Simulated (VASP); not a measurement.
**GaN: vibrations by perturbation theory with PBEsol**

Crystal: GaN.

```xyz
4
Lattice="3.1939 0.0000 0.0000 -1.5970 2.7660 0.0000 0.0000 0.0000 5.2034" Properties=species:S:1:pos:R:3 pbc="T T T"
Ga    0.0000    1.8440   -0.0043
Ga    1.5970    0.9220    2.5974
N     0.0000    1.8440    1.9556
N     1.5970    0.9220    4.5573
```

| Quantity | Value |
| --- | --- |
| Program | VASP 6.6.1 |
| Task | vibrations by perturbation theory |
| Functional | PBEsol |
| Potentials or basis | VASP PAW PBE potentials, release 64 (Ga_d, N) |
| Cutoff | 520 eV |
| k mesh | 8 × 8 × 4 |
| Occupations | gaussian, width 0.01 eV |
| Spin | no spin polarisation |
| Dipole correction | no |
| Further INCAR settings | ALGO = Normal; EDIFF = 1e-08; IBRION = 8; NSW = 1 |

```json
{"Highest phonon frequency at Γ, LO-TO splitting left out": "668 cm⁻¹"}
```

Phonon frequencies in cm⁻¹ (negative: imaginary):
```tsv
q point	frequencies
(0.000, 0.000, 0.000)	0 0 0 136 136 324 510 533 533 541 541 668
```

It took 17 min on 1 thread of Intel Xeon 8259CL (shared host), peak memory 0.43 GiB.

Caveat: the cell stands under pressure or tension, which shifts response properties.
